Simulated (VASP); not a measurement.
Set up this calculation in VASP 6.6.1, as the native input.

```
Task                   : single point
Functional             : r2SCAN
Potentials or basis    : VASP PAW PBE potentials, release 64 (Ag)
Cutoff                 : 520 eV
k mesh                 : 28 × 28 × 28
Occupations            : gaussian, width 0.15 eV
Spin                   : no spin polarisation
Dipole correction      : no
Further INCAR settings : ALGO = Normal; EDIFF = 1e-07; NBANDS = 12
```

Crystal: Ag.

```
CELL_PARAMETERS angstrom
0.00000 1.82829 2.58520
1.82829 0.00000 2.58520
1.82829 1.82829 0.00000
ATOMIC_POSITIONS crystal
Ag 0.00000 0.00000 0.00000
```

This cell differs from its parent crystal: ratio of the length along z to the lengths across it x 1.414, volume and fractional coordinates fixed.

The input as run:

POSCAR

```
Ag
1.0
    0.0000000000      1.8282852595      2.5851953570
    1.8282852595      0.0000000000      2.5851953570
    1.8282852595      1.8282852595      0.0000000000
Ag
1
Direct
    0.0000000000      0.0000000000      0.0000000000
```

INCAR.step1

```
SYSTEM = Ag
PREC = Accurate ; ENCUT = 520
ISMEAR = 0 ; SIGMA = 0.15
LREAL = .False. ; LASPH = .True.
NELM = 80 ; NBANDS = 12
GGA = PE ; ALGO = Normal
EDIFF = 1E-4 ; LWAVE = .True.
LCHARG = .False.
```

INCAR.step2

```
SYSTEM = Ag
PREC = Accurate ; ENCUT = 520
EDIFF = 1E-7 ; ISMEAR = 0
SIGMA = 0.15 ; LREAL = .False.
LASPH = .True. ; NELM = 80
ALGO = Normal ; ISIF = 2
LWAVE = .False. ; LCHARG = .True.
METAGGA = R2SCAN ; LMIXTAU = .True.
LELF = .True. ; LVHAR = .True.
NBANDS = 12 ; ISTART = 1
```

KPOINTS

```
Automatic mesh
0
Gamma
  28 28 28
  0 0 0
```

Potentials or basis: VASP PAW PBE potentials, release 64 (Ag).

Command:

```console
$ cat potpaw_PBE.64/Ag/POTCAR > POTCAR
$ cp INCAR.step1 INCAR
$ mpirun -np 1 vasp_std > vasp.out
$ cp INCAR.step2 INCAR
$ mpirun -np 1 vasp_std > vasp.out
```

Results of the run:

```yaml
Pressure: 9.5 GPa
```

Caveat: the PAW data sets were made with another functional, which shifts forces and pressure a little.

Wall time 31 min on 1 thread of Oxide Virtual Turin-like Processor (shared host), peak memory 0.39 GiB.
